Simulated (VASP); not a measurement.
# SrW2 (P-3m1) in VASP: further runs, part 2 of 2

VASP 6.6.1. Earlier steps stand in the parts before.

## 5. Relaxation of cell and atoms, PBE

Contents of INCAR:

```
SYSTEM = SrW2
PREC     = Accurate       ! precision mode
ENCUT    = 600            ! plane-wave cutoff, eV
EDIFF    = 1E-6           ! SCF threshold, eV
ISMEAR   = 0              ! smearing method
SIGMA    = 0.1            ! smearing width, eV
LREAL    = .FALSE.        ! projectors in reciprocal space
LASPH    = .TRUE.         ! aspherical terms in the spheres
NELM     = 100            ! most SCF steps
ALGO     = Fast           ! electronic algorithm
ISIF     = 3              ! what is computed and relaxed
LWAVE    = .FALSE.        ! write WAVECAR
LCHARG   = .FALSE.        ! write CHGCAR
GGA      = PE             ! functional
IBRION   = 2              ! ionic algorithm
NSW      = 90             ! ionic steps
EDIFFG   = -0.04          ! ionic threshold
```

Contents of KPOINTS:

```
regular mesh
0
G
  6 6 4
  0 0 0
```

Contents of POSCAR:

```
SrW2
1.0
    3.2679048308      0.0000000000      0.0000000000
   -1.6339524154      2.8300886006      0.0000000000
    0.0000000000      0.0000000000      7.4301470674
Sr W
1 2
Direct
    0.0000000000      0.0000000000      0.5000000000
    0.3333333333      0.6666666667      0.8863705845
    0.6666666667      0.3333333333      0.1136294155
```

Potentials or basis: VASP PAW PBE potentials, release 64 (Sr_sv, W_sv).

The run is started by

```console
cat potpaw_PBE.64/Sr_sv/POTCAR potpaw_PBE.64/W_sv/POTCAR > POTCAR
mpirun -np 1 vasp_std > vasp.out
```

OUTCAR:

```text
SYSTEM = SrW2
   PREC = Accurate
   ENCUT = 600
   EDIFF = 1E-6
   ISMEAR = 0
   LREAL = .FALSE.
   LASPH = .TRUE.
   NELM = 100
   ISIF = 3
   GGA = PE
   IBRION = 2
   NSW = 90
   EDIFFG = -0.04

 ion  position               nearest neighbor table
   1  0.000  0.000  0.500-   2 3.44   3 3.44   2 3.44   3 3.44   3 3.44   2 3.44
   2  0.333  0.667  0.886-   3 2.53   3 2.53   3 2.53   1 3.44   1 3.44   1 3.44
   3  0.667  0.333  0.114-   2 2.53   2 2.53   2 2.53   1 3.44   1 3.44   1 3.44

  LATTYP: Found a hexagonal cell.
 ALAT       =     3.2679048308
 C/A-ratio  =     2.2736730266

  Lattice vectors:

 A1 = (   3.2679048308,   0.0000000000,   0.0000000000)
 A2 = (  -1.6339524154,   2.8300886006,   0.0000000000)
 A3 = (   0.0000000000,   0.0000000000,   7.4301470674)

Analysis of symmetry for initial positions (statically):
=====================================================================
 Subroutine PRICEL returns:
 Original cell was already a primitive cell.

 Routine SETGRP: Setting up the symmetry group for a
 hexagonal supercell.

 Subroutine GETGRP returns: Found 12 space group operations
 (whereof 12 operations were pure point group operations)
 out of a pool of 24 trial point group operations.

The static configuration has the point symmetry D_3d.

Analysis of symmetry for dynamics (positions and initial velocities):
=====================================================================
 Subroutine PRICEL returns:
 Original cell was already a primitive cell.

 Routine SETGRP: Setting up the symmetry group for a
 hexagonal supercell.

 Subroutine GETGRP returns: Found 12 space group operations
 (whereof 12 operations were pure point group operations)
 out of a pool of 24 trial point group operations.

[... 106 lines left out ...]
   NFREE  =      1    steps in history (QN), initial steepest desc. (CG)
   ISIF   =      3    stress and relaxation
   ISYM   =      2    0-nonsym 1-usesym 2-fastsym
   POTIM  = 0.5000    time-step for ionic-motion
   TEBEG  =    0.0;   TEEND  =   0.0 temperature during run
   PSTRESS=    0.0 pullay stress
   NELECT =      38.0000    total number of electrons
   NUPDOWN=      -1.0000    fix difference up-down
   EMIN   =  10.00;   EMAX   =-10.00  energy-range for DOS
   EFERMI =   0.00;   METHOD = LEGACY
   ISMEAR =     0;   SIGMA  =   0.10  broadening in eV -4-tet -1-fermi 0-gaus
   EFERMI_NEDOS =   21; number of points for ismear=-14 and -15
   IALGO  =     68    algorithm
   IMIX   =      4    mixing-type and parameters
     AMIX     =   0.40;   BMIX     =  1.00
     AMIX_MAG =   1.60;   BMIX_MAG =  1.00
  volume/ion in A,a.u.               =      22.91       154.58
  Fermi-wavevector in a.u.,A,eV,Ry     =   1.343735  2.539292 24.567016  1.805625
  Thomas-Fermi vector in A             =   2.471785
   LORBIT       =      0    0 simple, 1 ext, 2 COOP (PROOUT), +10 PAW based schemes
   GGA     = PE    functional components
   LHFCALC =     F    Hartree Fock is set to
   AEXX    =    0.0000 exact exchange contribution
   IVDW    =     0    specifies the selected vdW correction
   LEPSILON=     F    determine dielectric tensor
   LRPA    =     F    only Hartree local field effects (RPA)
 conjugate gradient relaxation of ions
 non-spin polarized calculation
 RMM-DIIS sequential band-by-band and
 Gauss-broadening in eV      SIGMA  =   0.10
  energy-cutoff  :      600.00
  volume of cell :       68.72
 maximum number of plane-waves:      2322
 NGX is ok and might be reduce to    28
   NGX = 13   NGY = 13   NGZ = 29

--------------------------------------- Ionic step        1  -------------------------------------------

 number of electron      37.9999999 magnetization

 Free energy of the ion-electron system (eV)
  ---------------------------------------------------
  ext. energy  EPLUGINS =         0.00000000
  ---------------------------------------------------
  free energy    TOTEN  =       -24.27803941 eV

  energy without entropy =      -24.26535684  energy(sigma->0) =      -24.27169812

------------------------ aborting loop because EDIFF is reached ----------------------------------------

  FORCE on cell =-STRESS in cart. coord.  units (eV):
  Direction    XX          YY          ZZ          XY          YZ          ZX
  --------------------------------------------------------------------------------------
  -------------------------------------------------------------------------------------
  Total        0.0231611      0.0231611      0.5873289      0.0000000     -0.0000000      0.0000000
  in kB        0.5400115      0.5400115     13.6938368      0.0000000     -0.0000000      0.0000000
  external PRESSURE =       4.9246199 kB  Pullay stress =       0.0000000 kB
[... 98 lines left out ...]
--------------------------------------- Ionic step        4  -------------------------------------------

 number of electron      38.0000001 magnetization

 Free energy of the ion-electron system (eV)
  ---------------------------------------------------
  ext. energy  EPLUGINS =         0.00000000
  ---------------------------------------------------
  free energy    TOTEN  =       -24.28058138 eV

  energy without entropy =      -24.26708107  energy(sigma->0) =      -24.27383122

 E-fermi :   6.4423     XC(G=0): -11.1165

 val. band max:        6.4319705472   @ k =   0.3333   0.3333   0.0000
 cond. band min:       6.4833373588   @ k =   0.1667   0.0000   0.2500
 fundamental gap:      0.0513668116
 Fermi energy:         6.4422855783

 k-point     1 :       0.0000    0.0000    0.0000
  band No.  band energies     occupation
      1     -67.4810      2.00000
      2     -67.2637      2.00000
      3     -32.0640      2.00000
      4     -31.7235      2.00000
      5     -31.7235      2.00000
      6     -31.2463      2.00000
[... 643 lines left out ...]
  FREE ENERGIE OF THE ION-ELECTRON SYSTEM (eV)
  ---------------------------------------------------
  free  energy   TOTEN  =       -24.2805813758 eV

  energy  without entropy=      -24.2670810705  energy(sigma->0) =      -24.27383122

 reached required accuracy - stopping structural energy minimisation
```

CONTCAR:

```text
SrW2
   1.00000000000000
     3.2579338870658225   -0.0000000000000000    0.0000000000000000
    -1.6289669435329113    2.8214535100267049    0.0000000000000000
    -0.0000000000000000   -0.0000000000000000    7.4885176559629469
  Sr              W
     1     2
Direct
     1.0000000000000000    0.0000000000000000    0.5000000000000000
     0.3333333332999970    0.6666666667000030    0.8861730496024827
     0.6666666667000030    0.3333333332999970    0.1138269503975173

  0.00000000E+00  0.00000000E+00  0.00000000E+00
  0.00000000E+00  0.00000000E+00  0.00000000E+00
  0.00000000E+00  0.00000000E+00  0.00000000E+00
```

Wall time 2.7 min (1 thread of Intel Xeon Platinum 8488C (Sapphire Rapids), shared host); peak memory 0.24 GiB.

What came out:

- Free energy: -24.2806 eV
- Relaxed volume: 22.95 Å³/atom
- Relaxed cell: a = 3.258 Å, b = 3.258 Å, c = 7.489 Å, α = 90.00°, β = 90.00°, γ = 120.00°
- Space group after relaxing (to 0.1 Å): P-3m1 (No. 164)
- Energy gained by relaxing: 0.8 meV/atom
- Ionic steps: 4
- Pressure after relaxing: 0.0 GPa
- Largest force after relaxing: 0.014 eV/Å
- Band gap on the k mesh: zero (bands 19 and 20 overlap by 1.25 eV)

Forces on the atoms (eV/Å):
```
Sr   0.000  0.000  0.000
W    0.000  0.000  0.014
W    0.000  0.000 -0.014
```

Step by step:
| step | energy change (eV) | largest force (eV/Å) | pressure (GPa) | volume (Å³) |
| --- | --- | --- | --- | --- |
| 1 | 0.0000 | 0.1252 | 0.49 | 68.72 |
| 2 | 0.0018 | 0.3365 | -1.41 | 69.42 |
| 3 | -0.0014 | 0.0620 | -0.28 | 68.99 |
| 4 | -0.0025 | 0.0141 | -0.03 | 68.84 |

Final structure:
```
CELL_PARAMETERS angstrom
3.25793 0.00000 0.00000
-1.62897 2.82145 0.00000
0.00000 0.00000 7.48852
ATOMIC_POSITIONS crystal
Sr 0.00000 0.00000 0.50000
W 0.33333 0.66667 0.88617
W 0.66667 0.33333 0.11383
```

Caveat: the k points lie up to 0.37 Å⁻¹ apart in the final cell, too coarse for converged energies and pressures of a metal; spin-orbit coupling is left out, which moves the levels of the heavy elements.

## 6. Summary

```csv
task,cell,k mesh,cutoff (eV),gap on the mesh (eV),pressure (GPa),relaxed volume (Å³/atom),largest force (eV/Å)
single point,"a = 3.268, b = 3.268, c = 7.430 Å, angles 90.0, 90.0, 120.0°, 3 atoms, atomic positions A",6 × 6 × 2,520,none,0.4,-,0.08
single point,"a = 3.247, b = 3.247, c = 7.494 Å, angles 90.0, 90.0, 120.0°, 3 atoms, atomic positions A",6 × 6 × 4,520,none,0.4,-,0.03
relaxation of cell and atoms,"relaxed from a = 3.645, b = 3.645, c = 7.756 Å, angles 90.0, 90.0, 120.0°, 3 atoms, atomic positions B",6 × 6 × 2,600,none,-0.1,23.01,0.02
relaxation of cell and atoms,"relaxed from a = 3.268, b = 3.268, c = 7.430 Å, angles 90.0, 90.0, 120.0°, 3 atoms, atomic positions A",6 × 6 × 4,600,none,0.0,22.95,0.01
```

Alike in all rows: level PBE; potentials or basis VASP PAW PBE potentials, release 64 (Sr_sv, W_sv); no spin polarisation; smearing gaussian 0.1 eV.

Caveats: all runs use coarse meshes; spin-orbit coupling is left out, which moves the levels of the heavy elements; the volume moved by over 15 % at a fixed basis, so the end points are rough (at least some runs).

Total energies depend on the potentials used, so only differences within one code and one set of settings carry meaning.
